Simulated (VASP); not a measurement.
# Si (C2/m) in VASP: single point with PBE

Aim: the single point of Si with PBE.

Everything below comes from runs of VASP 6.6.1. Logs are shortened: lines on timing, memory, paths and dates and some standing lists are left out, and cuts for length are marked.

**1. The cell of the first run**

The structure is monoclinic, space group C2/m (No. 12). The conventional cell has a = 6.652 Å, b = 3.840 Å, c = 9.977 Å, α = 90.00°, β = 109.47°, γ = 90.00°. Within 3.1 Å of Si (site symmetry m) lie 4 Si at 2.35 Å. Si (site symmetry m) has 4 Si at 2.35 Å within 3.1 Å. Within 3.1 Å of Si (site symmetry m) lie 5 Si at 2.35 to 3.04 Å.

**2. Single point, PBE**

INCAR

```
PREC = Accurate
ENCUT = 520
EDIFF = 1E-6
ISMEAR = 0
SIGMA = 0.05
LREAL = F
LASPH = T
NELM = 60
ALGO = Normal
ISIF = 2
LWAVE = F
LCHARG = F
GGA = PE
NBANDS = 21
ISYM = 0
```

KPOINTS

```
Automatic mesh
0
Gamma
  8 8 3
```

POSCAR

```
Si
1.0
    2.7154700000     -2.7154700000      0.0000000000
    2.7154700000      0.0000000000     -2.7154700000
    6.7886750000      4.0732050000      5.4309400000
Si
6
Direct
    0.3958500000      0.6666666667      0.5416333333
    0.8958500000      0.0000000000      0.2083000000
   -0.1041500000      0.3333333333      0.8749666667
    0.2708500000      0.6666666667      0.7916333333
    0.7708500000      1.0000000000      0.4583000000
    0.2708500000      0.3333333333      0.1249666667
```

Potentials or basis: VASP PAW PBE potentials, release 64 (Si).

On the command line:

```sh
cat potpaw_PBE.64/Si/POTCAR > POTCAR
mpirun -np 1 vasp_std > vasp.out
```

OUTCAR:

```text
PREC = Accurate
   ENCUT = 520
   EDIFF = 1E-6
   ISMEAR = 0
   LREAL = F
   LASPH = T
   NELM = 60
   ISIF = 2
   GGA = PE
   ISYM = 0

 ion  position               nearest neighbor table
   1  0.396  0.667  0.542-   5 2.35   5 2.35   5 2.35   4 2.35
   2  0.896  0.000  0.208-   6 2.35   6 2.35   5 2.35   6 2.35
   3  0.896  0.333  0.875-   4 2.35   4 2.35   4 2.35   6 3.04   6 3.04
   4  0.271  0.667  0.792-   3 2.35   1 2.35   3 2.35   3 2.35
   5  0.771  0.000  0.458-   1 2.35   1 2.35   1 2.35   2 2.35
   6  0.271  0.333  0.125-   2 2.35   2 2.35   2 2.35   3 3.04   3 3.04

IMPORTANT INFORMATION: All symmetrisations will be switched off!
NOSYMM: (Re-)initialisation of all symmetry stuff for point group C_1.

----------------------------------------------------------------------------------------

                                     Primitive cell

  volume of cell :     120.1396

  direct lattice vectors                    reciprocal lattice vectors
     2.715470000 -2.715470000  0.000000000     0.092065094 -0.276195281  0.092065094
     2.715470000  0.000000000 -2.715470000     0.122753458  0.122753458 -0.245506917
     6.788675000  4.073205000  5.430940000     0.061376729  0.061376729  0.061376729

  length of vectors
     3.840254502  3.840254502  9.600636256     0.305345372  0.300683337  0.106307613

  position of ions in fractional coordinates (direct lattice)
     0.395850000  0.666666667  0.541633333
     0.895850000  0.000000000  0.208300000
     0.895850000  0.333333333  0.874966667
     0.270850000  0.666666667  0.791633333
     0.770850000  0.000000000  0.458300000
     0.270850000  0.333333333  0.124966667

  ion indices of the primitive-cell ions
   primitive index   ion index
                 1           1
                 2           2
                 3           3
                 4           4
                 5           5
                 6           6

----------------------------------------------------------------------------------------

 KPOINTS: Automatic mesh

Automatic generation of k-mesh.
 Grid dimensions read from file:
 generate k-points for:    8    8    3

 Generating k-lattice:

  Cartesian coordinates                     Fractional coordinates (reciprocal lattice)
     0.011508137 -0.034524410  0.011508137     0.125000000  0.000000000  0.000000000
     0.015344182  0.015344182 -0.030688365     0.000000000  0.125000000  0.000000000
     0.020458910  0.020458910  0.020458910     0.000000000  0.000000000  0.333333333

  Length of vectors
     0.038168172  0.037585417  0.035435871

  Shift w.r.t. Gamma in fractional coordinates (k-lattice)
     0.000000000  0.000000000  0.000000000

 -----------------------------------------------------------------------------
|                                                                             |
|           W    W    AA    RRRRR   N    N  II  N    N   GGGG   !!!           |
|           W    W   A  A   R    R  NN   N  II  NN   N  G    G  !!!           |
|           W    W  A    A  R    R  N N  N  II  N N  N  G       !!!           |
|           W WW W  AAAAAA  RRRRR   N  N N  II  N  N N  G  GGG   !            |
|           WW  WW  A    A  R   R   N   NN  II  N   NN  G    G                |
|           W    W  A    A  R    R  N    N  II  N    N   GGGG   !!!           |
|                                                                             |
|     Your reciprocal lattice and k-lattice belong to different lattice       |
|     classes:                                                                |
|                                                                             |
|        The reciprocal lattice is body-centered orthorhombic,                |
|        whereas your k-lattice is base-centered monoclinic.                  |
|                                                                             |
|     Results are often still useful ...                                      |
|                                                                             |
 -----------------------------------------------------------------------------

 WARNING: IBZKPT: internal override: KBLOWUP is changed to .FALSE.
      ... skipping the blow-up phase ...

 Subroutine IBZKPT returns following result:
 ===========================================

 Found     98 irreducible k-points:

 Following reciprocal coordinates:
            Coordinates               Weight
  0.000000  0.000000  0.000000      1.000000
  0.125000  0.000000  0.000000      2.000000
  0.250000  0.000000  0.000000      2.000000
  0.375000  0.000000  0.000000      2.000000
  0.500000  0.000000  0.000000      1.000000
  0.000000  0.125000  0.000000      2.000000
[... 16 lines left out ...]
  0.125000  0.375000  0.000000      2.000000
  0.250000  0.375000  0.000000      2.000000
 [... further k-points ...]
   k-points           NKPTS =     98   k-points in BZ     NKDIM =     98   number of bands    NBANDS=     21
   number of dos      NEDOS =    301   number of ions     NIONS =      6
   total plane-waves  NPLWV =  64800
   dimension x,y,z NGX =    30 NGY =   30 NGZ =   72
   dimension x,y,z NGXF=    60 NGYF=   60 NGZF=  144
   ions per type =               6
   NGX,Y,Z   is equivalent  to a cutoff of  12.99, 12.99, 12.47 a.u.
   NGXF,Y,Z  is equivalent  to a cutoff of  25.97, 25.97, 24.94 a.u.
 SYSTEM =  unknown system
   PREC   = accura    normal or accurate (medium, high low for compatibility)
   ISTART =      0    job   : 0-new  1-cont  2-samecut
   ICHARG =      2    charge: 1-file 2-atom 10-const
   ISPIN  =      1    spin polarized calculation?
   LNONCOLLINEAR =      F non collinear calculations
   LSORBIT =      F    spin-orbit coupling
   LASPH  =      T    aspherical Exc in radial PAW
   ENCUT  =  520.0 eV  38.22 Ry    6.18 a.u.   7.14  7.14 17.85*2*pi/ulx,y,z
   NELM   =     60;   NELMIN=  2; NELMDL= -5     # of ELM steps
   EDIFF  = 0.1E-05   stopping-criterion for ELM
   LREAL  =      F    real-space projection
   EDIFFG = 0.1E-04   stopping-criterion for IOM
   NSW    =      0    number of steps for IOM
   IBRION =     -1    ionic relax: 0-MD 1-quasi-New 2-CG
   NFREE  =      0    steps in history (QN), initial steepest desc. (CG)
   ISIF   =      2    stress and relaxation
   ISYM   =      0    0-nonsym 1-usesym 2-fastsym
   POTIM  = 0.5000    time-step for ionic-motion
   TEBEG  =    0.0;   TEEND  =   0.0 temperature during run
   PSTRESS=    0.0 pullay stress
   NELECT =      24.0000    total number of electrons
   NUPDOWN=      -1.0000    fix difference up-down
   EMIN   =  10.00;   EMAX   =-10.00  energy-range for DOS
   EFERMI =   0.00;   METHOD = LEGACY
   ISMEAR =     0;   SIGMA  =   0.05  broadening in eV -4-tet -1-fermi 0-gaus
   EFERMI_NEDOS =   21; number of points for ismear=-14 and -15
   IALGO  =     38    algorithm
   IMIX   =      4    mixing-type and parameters
     AMIX     =   0.40;   BMIX     =  1.00
     AMIX_MAG =   1.60;   BMIX_MAG =  1.00
  volume/ion in A,a.u.               =      20.02       135.12
  Fermi-wavevector in a.u.,A,eV,Ry     =   0.957010  1.808487 12.461143  0.915868
  Thomas-Fermi vector in A             =   2.085990
   LORBIT       =      0    0 simple, 1 ext, 2 COOP (PROOUT), +10 PAW based schemes
   GGA     = PE    functional components
   LHFCALC =     F    Hartree Fock is set to
   AEXX    =    0.0000 exact exchange contribution
   IVDW    =     0    specifies the selected vdW correction
   LEPSILON=     F    determine dielectric tensor
   LRPA    =     F    only Hartree local field effects (RPA)
 non-spin polarized calculation
 Gauss-broadening in eV      SIGMA  =   0.05
  energy-cutoff  :      520.00
  volume of cell :      120.14
 maximum number of plane-waves:      3255
 NGX is ok and might be reduce to    30
   NGX = 15   NGY = 15   NGZ = 35

 number of electron      23.9999999 magnetization

 Free energy of the ion-electron system (eV)
  ---------------------------------------------------
  ext. energy  EPLUGINS =         0.00000000
  ---------------------------------------------------
  free energy    TOTEN  =       -31.27137336 eV

  energy without entropy =      -31.26999452  energy(sigma->0) =      -31.27068394

 E-fermi :   5.7529     XC(G=0):  -9.4872

 val. band max:        5.7219124584   @ k =   0.5000  -0.2500   0.3333
 cond. band min:       5.7725516790   @ k =  -0.3750   0.1250   0.3333
 fundamental gap:      0.0506392206
 Fermi energy:         5.7528667771

 k-point     1 :       0.0000    0.0000    0.0000
  band No.  band energies     occupation
      1      -6.1141      2.00000
      2      -4.8208      2.00000
      3      -4.6881      2.00000
      4       0.4427      2.00000
      5       0.9024      2.00000
      6       4.5860      2.00000
[... 13 lines left out ...]
     20       9.1567      0.00000
     21       9.2413      0.00000

 k-point     2 :       0.1250    0.0000    0.0000
  band No.  band energies     occupation
      1      -5.9245      2.00000
      2      -4.7367      2.00000
      3      -4.4082      2.00000
      4       0.3456      2.00000
      5       1.1789      2.00000
      6       3.3848      2.00000
[... 13 lines left out ...]
     20       9.5608      0.00000
     21       9.8842      0.00000

 k-point     3 :       0.2500    0.0000    0.0000
  band No.  band energies     occupation
      1      -5.3651      2.00000
      2      -4.3539      2.00000
      3      -3.7248      2.00000
      4      -0.0315      2.00000
      5       1.2682      2.00000
      6       1.6903      2.00000
[... 13 lines left out ...]
     20      10.9757      0.00000
     21      11.2777      0.00000

 k-point     4 :       0.3750    0.0000    0.0000
  band No.  band energies     occupation
      1      -4.4808      2.00000
      2      -3.7351      2.00000
      3      -2.7237      2.00000
      4      -1.2093      2.00000
      5      -0.0817      2.00000
      6       0.2781      2.00000
[... 13 lines left out ...]
     20      11.3215      0.00000
     21      11.7984      0.00000

 k-point     5 :       0.5000    0.0000    0.0000
  band No.  band energies     occupation
      1      -3.5810      2.00000
      2      -3.5228      2.00000
      3      -2.2829      2.00000
      4      -1.2506      2.00000
      5      -1.2200      2.00000
      6      -0.8615      2.00000
[... 13 lines left out ...]
     20      11.2249      0.00000
     21      11.6264      0.00000

 k-point     6 :       0.0000    0.1250    0.0000
  band No.  band energies     occupation
      1      -5.9312      2.00000
      2      -4.6442      2.00000
      3      -4.5065      2.00000
      4       0.4919      2.00000
      5       0.9875      2.00000
      6       3.3833      2.00000
[... 13 lines left out ...]
     20       9.7999      0.00000
     21       9.8585      0.00000

 k-point     7 :       0.1250    0.1250    0.0000
  band No.  band energies     occupation
      1      -5.9241      2.00000
      2      -4.7412      2.00000
      3      -4.4036      2.00000
      4       0.3536      2.00000
      5       1.1599      2.00000
      6       3.4540      2.00000
[... 13 lines left out ...]
     20       9.6425      0.00000
     21       9.8773      0.00000
[... 291 lines left out ...]
      1      -4.0400      2.00000
      2      -3.0846      2.00000
      3      -2.6026      2.00000
      4      -1.2494      2.00000
      5      -0.4023      2.00000
      6      -0.0075      2.00000
[... 13 lines left out ...]
     20      10.7075      0.00000
     21      11.2554      0.00000

 k-point    21 :      -0.1250    0.2500   -0.0000
  band No.  band energies     occupation
      1      -4.8691      2.00000
      2      -3.6809      2.00000
      3      -3.4456      2.00000
      4      -0.3461      2.00000
      5       0.3454      2.00000
      6       1.1228      2.00000
[... 13 lines left out ...]
     20      10.8965      0.00000
     21      11.2101      0.00000

 k-point    22 :       0.0000    0.3750   -0.0000
  band No.  band energies     occupation
      1      -4.5459      2.00000
      2      -3.4905      2.00000
      3      -3.0970      2.00000
      4      -0.7718      2.00000
      5      -0.4635      2.00000
      6       0.4517      2.00000
[... 13 lines left out ...]
     20      11.2047      0.00000
     21      12.7141      0.00000

 k-point    23 :       0.1250    0.3750    0.0000
  band No.  band energies     occupation
      1      -4.8610      2.00000
      2      -3.7881      2.00000
      3      -3.3259      2.00000
      4      -0.2920      2.00000
      5       0.0757      2.00000
      6       1.3048      2.00000
[... 13 lines left out ...]
     20      11.0498      0.00000
     21      11.3471      0.00000

 k-point    24 :       0.2500    0.3750    0.0000
  band No.  band energies     occupation
      1      -4.8455      2.00000
      2      -3.8499      2.00000
      3      -3.2441      2.00000
      4      -0.3209      2.00000
      5       0.0618      2.00000
      6       1.3753      2.00000
[... 13 lines left out ...]
     20      10.7803      0.00000
     21      11.0152      0.00000

 [... further k-points ...]
[... 5 lines left out ...]
  --------------------------------------------------------------------------------------
  -------------------------------------------------------------------------------------
  Total       -0.9577679     -0.9787448      2.1350299      0.4288209      0.4899123      0.5304349
  in kB      -12.7727554    -13.0525025     28.4726747      5.7187383      6.5334510      7.0738588
  external PRESSURE =       0.8824723 kB  Pullay stress =       0.0000000 kB

 VOLUME and BASIS-vectors are now :
 -----------------------------------------------------------------------------
  energy-cutoff  :      520.00
  volume of cell :      120.14
      direct lattice vectors                 reciprocal lattice vectors
     2.715470000 -2.715470000  0.000000000     0.092065094 -0.276195281  0.092065094
     2.715470000  0.000000000 -2.715470000     0.122753458  0.122753458 -0.245506917
     6.788675000  4.073205000  5.430940000     0.061376729  0.061376729  0.061376729

 POSITION                                       TOTAL-FORCE (eV/Angst)
 -----------------------------------------------------------------------------------
      6.56220      1.13126      1.13126        -0.092716     -0.090592     -0.245103
      3.84673     -1.58421      1.13126        -0.115362     -0.118229      0.010208
      9.27767      1.13126      3.84673         0.282509      0.282715      0.355556
      7.91994      2.48900      2.48900         0.115363      0.118229     -0.010207
      5.20447     -0.22647      2.48900         0.092716      0.090591      0.245103
      2.48900     -0.22647     -0.22647        -0.282509     -0.282715     -0.355557
 -----------------------------------------------------------------------------------
    total drift:                               -0.000003     -0.000003     -0.000003

  FREE ENERGIE OF THE ION-ELECTRON SYSTEM (eV)
  ---------------------------------------------------
  free  energy   TOTEN  =       -31.2713733581 eV

  energy  without entropy=      -31.2699945193  energy(sigma->0) =      -31.27068394
```

Wall time 6.1 min (1 thread of Intel Xeon 8259CL, shared host); peak memory 0.34 GiB.

Results:

| Quantity | Value |
| --- | --- |
| Free energy | -31.2714 eV |
| Pressure | 0.1 GPa |
| Largest force | 0.535 eV/Å |
| Band gap on the k mesh | zero (bands 12 and 13 overlap by 1.14 eV) |

Forces on the atoms (eV/Å):
```
Si  -0.093 -0.091 -0.245
Si  -0.115 -0.118  0.010
Si   0.283  0.283  0.356
Si   0.115  0.118 -0.010
Si   0.093  0.091  0.245
Si  -0.283 -0.283 -0.356
```

Levels at points of the mesh, in eV from the Fermi level:
```
           k point  band 10  band 11  band 12  band 13  band 14  band 15
(0.00, 0.00, 0.00)    -0.38    -0.12     0.50     1.64     2.16     2.64
(0.50, 0.00, 0.00)    -2.18    -1.62    -1.02    -0.54     1.01     1.50
(0.00, 0.50, 0.00)    -2.47    -1.87    -1.16     0.19     1.14     1.23
(0.50, 0.50, 0.00)    -2.18    -1.52    -0.45     0.91     0.97     1.38
```
